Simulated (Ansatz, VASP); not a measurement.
**One calculation of Tl, two programs**

File INCAR:

```
SYSTEM = Tl
PREC = Accurate
ENCUT = 520
EDIFF = 1E-6
ISMEAR = -1
SIGMA = 0.08
LREAL = .False.
LASPH = .True.
NELM = 60
ALGO = Normal
ISIF = 2
LWAVE = .False.
LCHARG = .False.
GGA = PE
NBANDS = 12
```

The input KPOINTS:

```
regular mesh
0
Gamma
  12 12 12
  0 0 0
```

File POSCAR:

```
Tl
1.0
    3.1393884663      0.0000000000      0.0000000000
    0.0000000000      3.1393884663      0.0000000000
    0.0000000000      0.0000000000      3.1393884663
Tl
1
Direct
    0.0000000000      0.0000000000      0.0000000000
```

Input for Ansatz:

```yaml
crystal:
  lattice:
    - [3.1393884663, 0.0, 0.0]
    - [0.0, 3.1393884663, 0.0]
    - [0.0, 0.0, 3.1393884663]
  atoms:
    - { symbol: Tl, position: [0.0, 0.0, 0.0] }
kpoints:
  mp_grid: { grid: [12, 12, 12] }
scf:
  occupations: { method: fermi_dirac, width: 0.08 }
hamiltonian:
  xc: pbe
  pseudopotentials: { kind: paw }
output:
  forces: true
  stress: true
  eigenvalues: true
  populations: true
  write_density: true
  write_potential: true
  elf: true
  volumetric_format: npy
```

Change from the starting cell: volume scaled by 0.9, PAW files.

Alike in both runs: task single point; functional PBE; k mesh 12 × 12 × 12; occupations fermi-dirac, width 0.08 eV; no spin polarisation.

```csv
,VASP,Ansatz
version,VASP 6.6.1,Ansatz 0.2.0
potentials or method,"VASP PAW PBE potentials, release 64 (Tl_d)","PAW with Ansatz's default frozen-core files, scalar-relativistic"
plane-wave cutoff (eV),520,420
valence electrons in the cell,13,13
```

```csv
,VASP,Ansatz,Ansatz less VASP
pressure (GPa),3.0,3.0,+0.06
```

Neither program's run includes spin-orbit coupling.
